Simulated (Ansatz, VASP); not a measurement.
**Os: VASP beside Ansatz**

File INCAR:

```
AGGAC = 1.0 ; AGGAX = 1.0
ALDAC = 0.0 ; ALDAX = 1.0
ALGO = Normal ; EDIFF = 1E-6
ENCUT = 560 ; GGA = B5
GGA_COMPAT = F ; ISIF = 2
ISMEAR = -1 ; LASPH = T
LCHARG = T ; LELF = T
LREAL = F ; LVHAR = T
LWAVE = F ; NBANDS = 14
NELM = 120 ; PREC = Accurate
SIGMA = 0.1
```

KPOINTS

```
k-points
0
Gamma
  16 16 16
```

POSCAR

```
Os
1.0
    0.0000000000      1.9825238314      1.9825238314
    1.9825238314      0.0000000000      1.9825238314
    1.9825238314      1.9825238314      0.0000000000
Os
1
Direct
    0.0000000000      0.0000000000      0.0000000000
```

Input for Ansatz:

```yaml
crystal:
  lattice:
    - [0.0, 1.9825238314, 1.9825238314]
    - [1.9825238314, 0.0, 1.9825238314]
    - [1.9825238314, 1.9825238314, 0.0]
  atoms:
    - { symbol: Os, position: [0.0, 0.0, 0.0] }
hamiltonian:
  xc: blyp
  pseudopotentials:
    kind: paw
    azcp:
      Os: "pseudopotentials/Os.paw.azcp"
basis:
  ecutwfc: 420
  fft_grid_basis: typed
kpoints:
  mp_grid: { grid: [16, 16, 16], shift: [0, 0, 0] }
magnetization:
  spin_polarized: false
scf:
  occupations: { method: fermi_dirac, width: 0.1 }
  lower_state_search: "off"
output:
  stress: true
```

Alike in both runs: task single point; functional BLYP; k mesh 16 × 16 × 16; occupations fermi-dirac, width 0.1 eV; no spin polarisation.

|  | VASP | Ansatz |
| --- | --- | --- |
| version | VASP 6.6.1 | Ansatz 0.2.0 |
| potentials or method | VASP PAW PBE potentials, release 64 (Os_sv_GW), cutoff 560 eV | plane waves (420 eV) with PAW, scalar-relativistic |
| valence electrons in the cell | 16 | 16 |

```tsv
	VASP	Ansatz	Ansatz less VASP
pressure (GPa)	-12.3	-12.2	+0.10
```

VASP's potentials were made for PBE, not for BLYP.

Neither program's run includes spin-orbit coupling.
